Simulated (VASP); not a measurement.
# InSb (F-43m) in VASP: notebook

Runs on InSb. Level: HSE06. Tasks: single point.

Everything below comes from runs of VASP 6.6.1. Logs are shortened: lines on timing, memory, paths and dates and some standing lists are left out, and cuts for length are marked.

**1. The cell of the first run**

The structure is cubic, space group F-43m (No. 216). Conventional cell: a = 6.428 Å, b = 6.428 Å, c = 6.428 Å, α = 90.00°, β = 90.00°, γ = 90.00°. Within 3.7 Å of In (site symmetry -43m) lie 4 Sb at 2.78 Å. Sb (site symmetry -43m) has 4 In at 2.78 Å within 3.7 Å.

**2. Single point, HSE06 (strain -2.0%)**

File POSCAR:

```
InSb
1.0
    0.0000000000      3.2139227572      3.2139227572
    3.2139227572      0.0000000000      3.2139227572
    3.2139227572      3.2139227572      0.0000000000
In Sb
1 1
Direct
    0.0000000000      0.0000000000      0.0000000000
    0.2500000000      0.2500000000      0.2500000000
```

File INCAR.step1:

```
SYSTEM = InSb
PREC = Accurate
ENCUT = 520
EDIFF = 1E-5
ISMEAR = -1
SIGMA = 0.02
LREAL = .False.
LASPH = .True.
NELM = 60
ALGO = Normal
ISIF = 2
LWAVE = .True.
NBANDS = 16
GGA = PE
```

File INCAR.step2:

```
SYSTEM = InSb
PREC = Accurate
ENCUT = 520
EDIFF = 1E-6
ISMEAR = -1
SIGMA = 0.02
LREAL = .False.
LASPH = .True.
NELM = 60
ALGO = Normal
ISIF = 2
LWAVE = .False.
LCHARG = .True.
GGA = PE
LHFCALC = .True.
HFSCREEN = 0.2079
PRECFOCK = Normal
LELF = .True.
LVHAR = .True.
NBANDS = 16
ISTART = 1
```

File KPOINTS:

```
regular mesh
0
Gamma
  4 4 4
  0 0 0
```

Potentials or basis: VASP PAW PBE potentials, release 64 (In_d, Sb).

Run with:

```sh
cat potpaw_PBE.64/In_d/POTCAR potpaw_PBE.64/Sb/POTCAR > POTCAR
cp INCAR.step1 INCAR
mpirun -np 1 vasp_std > vasp.out
cp INCAR.step2 INCAR
mpirun -np 1 vasp_std > vasp.out
```

OUTCAR:

```text
SYSTEM = InSb
   PREC = Accurate
   ENCUT = 520
   EDIFF = 1E-6
   ISMEAR = -1
   LREAL = .False.
   LASPH = .True.
   NELM = 60
   ISIF = 2
   GGA = PE
   LHFCALC = .True.
   HFSCREEN = 0.2079
   PRECFOCK = Normal
   ISTART = 1

 ion  position               nearest neighbor table
   1  0.000  0.000  0.000-   2 2.78   2 2.78   2 2.78   2 2.78
   2  0.250  0.250  0.250-   1 2.78   1 2.78   1 2.78   1 2.78

  LATTYP: Found a face centered cubic cell.
 ALAT       =     6.4278455144

  Lattice vectors:

 A1 = (   0.0000000000,   3.2139227572,   3.2139227572)
 A2 = (   3.2139227572,   0.0000000000,   3.2139227572)
 A3 = (   3.2139227572,   3.2139227572,   0.0000000000)

Analysis of symmetry for initial positions (statically):
=====================================================================
 Subroutine PRICEL returns:
 Original cell was already a primitive cell.

 Routine SETGRP: Setting up the symmetry group for a
 face centered cubic supercell.

 Subroutine GETGRP returns: Found 24 space group operations
 (whereof 24 operations were pure point group operations)
 out of a pool of 48 trial point group operations.

The static configuration has the point symmetry T_d .

Analysis of symmetry for dynamics (positions and initial velocities):
=====================================================================
 Subroutine PRICEL returns:
 Original cell was already a primitive cell.

 Routine SETGRP: Setting up the symmetry group for a
 face centered cubic supercell.

 Subroutine GETGRP returns: Found 24 space group operations
 (whereof 24 operations were pure point group operations)
 out of a pool of 48 trial point group operations.

The dynamic configuration has the point symmetry T_d .

 Subroutine INISYM returns: Found 24 space group operations
 (whereof 24 operations are pure point group operations),
 and found     1 'primitive' translations

----------------------------------------------------------------------------------------

                                     Primitive cell

  volume of cell :      66.3951

  direct lattice vectors                    reciprocal lattice vectors
     0.000000000  3.213922757  3.213922757    -0.155573123  0.155573123  0.155573123
     3.213922757  0.000000000  3.213922757     0.155573123 -0.155573123  0.155573123
     3.213922757  3.213922757  0.000000000     0.155573123  0.155573123 -0.155573123

  length of vectors
     4.545173152  4.545173152  4.545173152     0.269460553  0.269460553  0.269460553

  position of ions in fractional coordinates (direct lattice)
     0.000000000  0.000000000  0.000000000
     0.250000000  0.250000000  0.250000000

  ion indices of the primitive-cell ions
   primitive index   ion index
                 1           1
                 2           2

----------------------------------------------------------------------------------------

 KPOINTS: regular mesh

Automatic generation of k-mesh.
 Grid dimensions read from file:
 generate k-points for:    4    4    4

 Generating k-lattice:

  Cartesian coordinates                     Fractional coordinates (reciprocal lattice)
    -0.038893281  0.038893281  0.038893281     0.250000000  0.000000000  0.000000000
     0.038893281 -0.038893281  0.038893281     0.000000000  0.250000000  0.000000000
     0.038893281  0.038893281 -0.038893281     0.000000000  0.000000000  0.250000000

  Length of vectors
     0.067365138  0.067365138  0.067365138

  Shift w.r.t. Gamma in fractional coordinates (k-lattice)
     0.000000000  0.000000000  0.000000000

 Subroutine IBZKPT returns following result:
 ===========================================

 Found      8 irreducible k-points:

 Following reciprocal coordinates:
            Coordinates               Weight
  0.000000  0.000000  0.000000      1.000000
  0.250000  0.000000  0.000000      8.000000
  0.500000  0.000000  0.000000      4.000000
  0.250000  0.250000  0.000000      6.000000
  0.500000  0.250000  0.000000     24.000000
 -0.250000  0.250000  0.000000     12.000000
  0.500000  0.500000  0.000000      3.000000
 -0.250000  0.500000  0.250000      6.000000
   k-points           NKPTS =      8   k-points in BZ     NKDIM =     64   number of bands    NBANDS=     16
   number of dos      NEDOS =    301   number of ions     NIONS =      2
   total plane-waves  NPLWV =  46656
   dimension x,y,z NGX =    36 NGY =   36 NGZ =   36
   dimension x,y,z NGXF=    72 NGYF=   72 NGZF=   72
   ions per type =               1   1
   NGX,Y,Z   is equivalent  to a cutoff of  13.17, 13.17, 13.17 a.u.
   NGXF,Y,Z  is equivalent  to a cutoff of  26.33, 26.33, 26.33 a.u.
 SYSTEM =  InSb
   PREC   = accura    normal or accurate (medium, high low for compatibility)
   ISTART =      1    job   : 0-new  1-cont  2-samecut
   ICHARG =      0    charge: 1-file 2-atom 10-const
   ISPIN  =      1    spin polarized calculation?
   LNONCOLLINEAR =      F non collinear calculations
   LSORBIT =      F    spin-orbit coupling
   LASPH  =      T    aspherical Exc in radial PAW
   ENCUT  =  520.0 eV  38.22 Ry    6.18 a.u.   8.45  8.45  8.45*2*pi/ulx,y,z
   NELM   =     60;   NELMIN=  2; NELMDL=  0     # of ELM steps
   EDIFF  = 0.1E-05   stopping-criterion for ELM
   LREAL  =      F    real-space projection
   EDIFFG = 0.1E-04   stopping-criterion for IOM
   NSW    =      0    number of steps for IOM
   IBRION =     -1    ionic relax: 0-MD 1-quasi-New 2-CG
   NFREE  =      0    steps in history (QN), initial steepest desc. (CG)
   ISIF   =      2    stress and relaxation
   ISYM   =      3    0-nonsym 1-usesym 2-fastsym
   POTIM  = 0.5000    time-step for ionic-motion
   TEBEG  =    0.0;   TEEND  =   0.0 temperature during run
   PSTRESS=    0.0 pullay stress
   NELECT =      18.0000    total number of electrons
   NUPDOWN=      -1.0000    fix difference up-down
   EMIN   =  10.00;   EMAX   =-10.00  energy-range for DOS
   EFERMI =   0.00;   METHOD = LEGACY
   ISMEAR =    -1;   SIGMA  =   0.02  broadening in eV -4-tet -1-fermi 0-gaus
   EFERMI_NEDOS =   21; number of points for ismear=-14 and -15
   IALGO  =     38    algorithm
   IMIX   =      1    mixing-type and parameters
     AMIX     =   0.40;   BMIX     =  1.00
     AMIX_MAG =   1.60;   BMIX_MAG =  1.00
  volume/ion in A,a.u.               =      33.20       224.03
  Fermi-wavevector in a.u.,A,eV,Ry     =   1.059547  2.002254 15.274443  1.122640
  Thomas-Fermi vector in A             =   2.194896
   LORBIT       =      0    0 simple, 1 ext, 2 COOP (PROOUT), +10 PAW based schemes
   GGA     = PE    functional components
   LHFCALC =     T    Hartree Fock is set to
   PRECFOCK=normal    Normal, Fast or Accurate (Low or Medium for compatibility)
   ENCUT4O =  -1.0   cutoff for four orbital integrals eV
   NKREDX  =     1    reduce k-point grid by
   NKREDY  =     1    reduce k-point grid by
   NKREDZ  =     1    reduce k-point grid by
   AEXX    =    0.2500 exact exchange contribution
   HFSCREEN=    0.2079 screening length (either q_TF or 0.3 A-1)
   HFSCREENC=   0.2079 screening length for correlation (either q_TF or 0.3 A-1)
   ENCUTFOCK=  -1.0 apply spherical cutoff to Coloumb kernel
   IVDW    =     0    specifies the selected vdW correction
   LEPSILON=     F    determine dielectric tensor
   LRPA    =     F    only Hartree local field effects (RPA)
 non-spin polarized calculation
  energy-cutoff  :      520.00
  volume of cell :       66.40
 maximum number of plane-waves:      1812
 NGX is ok and might be reduce to    36
  NGX = 28; NGY = 28; NGZ = 28

 number of electron      17.9999999 magnetization

 Free energy of the ion-electron system (eV)
  ---------------------------------------------------
  ext. energy  EPLUGINS =         0.00000000
  ---------------------------------------------------
  free energy    TOTEN  =        -8.31593271 eV

  energy without entropy =       -8.31593271  energy(sigma->0) =       -8.31593271

 E-fermi :   5.3438     XC(G=0):  -7.3275

 val. band max:        4.9704714782   @ k =   0.0000   0.0000   0.0000
 cond. band min:       5.6938846606   @ k =   0.0000   0.0000   0.0000
 fundamental gap:      0.7234131824
 Fermi energy:         5.3438122448

 k-point     1 :       0.0000    0.0000    0.0000
  band No.  band energies     occupation
      1     -11.4645      2.00000
      2     -11.4645      2.00000
      3     -11.4645      2.00000
      4     -11.3667      2.00000
      5     -11.3667      2.00000
      6      -6.9022      2.00000
      7       4.9705      2.00000
      8       4.9705      2.00000
      9       4.9705      2.00000
     10       5.6939      0.00000
     11       8.6156      0.00000
     12       8.6156      0.00000
     13       8.6156      0.00000
     14      11.6035      0.00000
     15      14.1406      0.00000
     16      14.1406      0.00000

 k-point     2 :       0.2500    0.0000    0.0000
  band No.  band energies     occupation
      1     -11.4869      2.00000
      2     -11.4529      2.00000
      3     -11.4529      2.00000
      4     -11.3670      2.00000
      5     -11.3670      2.00000
      6      -6.2851      2.00000
      7       1.1316      2.00000
      8       4.3125      2.00000
      9       4.3125      2.00000
     10       6.5776      0.00000
     11       9.4140      0.00000
     12       9.4140      0.00000
     13      10.6177      0.00000
     14      12.7186      0.00000
     15      13.0886      0.00000
     16      13.0886      0.00000

 k-point     3 :       0.5000    0.0000    0.0000
  band No.  band energies     occupation
      1     -11.5089      2.00000
      2     -11.4433      2.00000
      3     -11.4433      2.00000
      4     -11.3651      2.00000
      5     -11.3651      2.00000
      6      -5.3164      2.00000
      7      -1.2224      2.00000
      8       3.8484      2.00000
      9       3.8484      2.00000
     10       6.2158      0.00000
     11       9.5017      0.00000
     12       9.5017      0.00000
     13      11.8583      0.00000
     14      14.4248      0.00000
     15      15.2276      0.00000
     16      15.2276      0.00000

 k-point     4 :       0.2500    0.2500    0.0000
  band No.  band energies     occupation
      1     -11.5063      2.00000
      2     -11.4402      2.00000
      3     -11.4402      2.00000
      4     -11.3762      2.00000
      5     -11.3620      2.00000
      6      -6.0681      2.00000
      7       1.1288      2.00000
      8       3.3842      2.00000
      9       3.3842      2.00000
     10       7.1333      0.00000
     11       8.2477      0.00000
     12      11.2028      0.00000
     13      11.2028      0.00000
     14      11.8749      0.00000
     15      14.8101      0.00000
     16      14.8855      0.00000

 k-point     5 :       0.5000    0.2500    0.0000
  band No.  band energies     occupation
      1     -11.5240      2.00000
      2     -11.4317      2.00000
      3     -11.4285      2.00000
      4     -11.3765      2.00000
      5     -11.3621      2.00000
      6      -5.0353      2.00000
      7      -0.9730      2.00000
      8       2.0448      2.00000
      9       3.0353      2.00000
     10       7.3662      0.00000
     11       9.4993      0.00000
     12      10.8421      0.00000
     13      11.4924      0.00000
     14      14.4504      0.00000
     15      15.4471      0.00000
     16      15.7772      0.00000

 k-point     6 :      -0.2500    0.2500    0.0000
  band No.  band energies     occupation
      1     -11.5106      2.00000
      2     -11.4394      2.00000
      3     -11.4384      2.00000
      4     -11.3690      2.00000
      5     -11.3673      2.00000
      6      -5.4216      2.00000
      7      -0.3656      2.00000
      8       1.9437      2.00000
      9       3.7931      2.00000
     10       7.7562      0.00000
     11      10.2603      0.00000
     12      10.3344      0.00000
     13      10.5598      0.00000
     14      12.6001      0.00000
     15      14.2677      0.00000
     16      15.9324      0.00000

 k-point     7 :       0.5000    0.5000    0.0000
  band No.  band energies     occupation
      1     -11.5439      2.00000
      2     -11.4152      2.00000
      3     -11.4152      2.00000
      4     -11.3881      2.00000
      5     -11.3573      2.00000
      6      -4.5959      2.00000
      7      -1.5272      2.00000
      8       2.4381      2.00000
      9       2.4381      2.00000
     10       6.8395      0.00000
     11       6.8934      0.00000
     12      14.4143      0.00000
     13      14.4144      0.00000
     14      15.0479      0.00000
     15      16.1904      0.00000
     16      16.6019      0.00000

 k-point     8 :      -0.2500    0.5000    0.2500
  band No.  band energies     occupation
      1     -11.5302      2.00000
      2     -11.4312      2.00000
      3     -11.4184      2.00000
      4     -11.3769      2.00000
      5     -11.3646      2.00000
      6      -4.5517      2.00000
      7      -1.3907      2.00000
      8       1.7857      2.00000
      9       1.9422      2.00000
     10       9.3946      0.00000
     11       9.6238      0.00000
     12      10.0960      0.00000
     13      10.6386      0.00000
     14      15.2777      0.00000
     15      15.9199      0.00000
     16      16.6124      0.00000

------------------------ aborting loop because EDIFF is reached ----------------------------------------

  FORCE on cell =-STRESS in cart. coord.  units (eV):
  Direction    XX          YY          ZZ          XY          YZ          ZX
  --------------------------------------------------------------------------------------
  -------------------------------------------------------------------------------------
  Total        1.0125571      1.0125571      1.0125571      0.0000000      0.0000000      0.0000000
  in kB       24.4339560     24.4339560     24.4339560      0.0000000      0.0000000      0.0000000
  external PRESSURE =      24.4339560 kB  Pullay stress =       0.0000000 kB

 VOLUME and BASIS-vectors are now :
 -----------------------------------------------------------------------------
  energy-cutoff  :      520.00
  volume of cell :       66.40
      direct lattice vectors                 reciprocal lattice vectors
     0.000000000  3.213922757  3.213922757    -0.155573123  0.155573123  0.155573123
     3.213922757  0.000000000  3.213922757     0.155573123 -0.155573123  0.155573123
     3.213922757  3.213922757  0.000000000     0.155573123  0.155573123 -0.155573123

 POSITION                                       TOTAL-FORCE (eV/Angst)
 -----------------------------------------------------------------------------------
      0.00000      0.00000      0.00000         0.000000      0.000000      0.000000
      1.60696      1.60696      1.60696        -0.000000     -0.000000     -0.000000
 -----------------------------------------------------------------------------------
    total drift:                               -0.000012     -0.000011     -0.000005

  FREE ENERGIE OF THE ION-ELECTRON SYSTEM (eV)
  ---------------------------------------------------
  free  energy   TOTEN  =        -8.3159327132 eV

  energy  without entropy=       -8.3159327127  energy(sigma->0) =       -8.31593271
```

Run time: 33 min. Hardware: 1 thread of Intel Xeon 8259CL, shared host; peak memory 0.32 GiB.

What came out:

```
Free energy            : -8.3159 eV
Pressure               : 2.4 GPa
Band gap on the k mesh : 0.72 eV
```

Caveat: the k points lie up to 0.42 Å⁻¹ apart; the cell differs from its parent crystal (strain -2.0%); the PAW data sets were made with another functional, which shifts forces and pressure a little; spin-orbit coupling is left out, which moves the levels of the heavy elements.

**3. Single point, HSE06 (strain -1.0%)**

File POSCAR:

```
InSb
1.0
    0.0000000000      3.2467178874      3.2467178874
    3.2467178874      0.0000000000      3.2467178874
    3.2467178874      3.2467178874      0.0000000000
In Sb
1 1
Direct
    0.0000000000      0.0000000000      0.0000000000
    0.2500000000      0.2500000000      0.2500000000
```

File INCAR.step1:

```
ALGO = Normal
EDIFF = 1E-5
ENCUT = 520
GGA = PE
ISIF = 2
ISMEAR = -1
LASPH = True
LCHARG = False
LREAL = False
LWAVE = True
NBANDS = 16
NELM = 100
PREC = Accurate
SIGMA = 0.02
```

File INCAR.step2:

```
ALGO = Normal
EDIFF = 1E-6
ENCUT = 520
GGA = PE
HFSCREEN = 0.2079
ISIF = 2
ISMEAR = -1
ISTART = 1
LASPH = True
LCHARG = False
LHFCALC = True
LREAL = False
LWAVE = False
NBANDS = 16
NELM = 100
PREC = Accurate
PRECFOCK = Normal
SIGMA = 0.02
```

File KPOINTS:

```
k-points
0
Gamma
  4 4 4
```

Potentials or basis: VASP PAW PBE potentials, release 64 (In_d, Sb).

Run with:

```sh
cat potpaw_PBE.64/In_d/POTCAR potpaw_PBE.64/Sb/POTCAR > POTCAR
cp INCAR.step1 INCAR
mpirun -np 1 vasp_std > vasp.out
cp INCAR.step2 INCAR
mpirun -np 1 vasp_std > vasp.out
```

Wall time 34 min (1 thread of Intel Xeon 8259CL, shared host); peak memory 0.32 GiB.

Results (log left out):

```yaml
Free_energy: -8.3371 eV
Pressure: 0.8 GPa
Band_gap_on_the_k_mesh: 0.52 eV
```

Levels at points of the mesh, in eV from the valence-band top:
| k point | band 6 | band 7 | band 8 | band 9 | band 10 | band 11 | band 12 | band 13 |
| --- | --- | --- | --- | --- | --- | --- | --- | --- |
| (0.00, 0.00, 0.00) | -11.66 | 0.00 | 0.00 | 0.00 | 0.52 | 3.65 | 3.65 | 3.65 |
| (0.50, 0.00, 0.00) | -10.16 | -6.03 | -1.07 | -1.07 | 1.18 | 4.52 | 4.52 | 6.90 |
| (0.50, 0.50, 0.00) | -9.48 | -6.36 | -2.42 | -2.42 | 1.92 | 1.94 | 9.25 | 9.25 |

Caveat: the cell differs from its parent crystal (strain -1.0%); the PAW data sets were made with another functional, which shifts forces and pressure a little; spin-orbit coupling is left out, which moves the levels of the heavy elements.
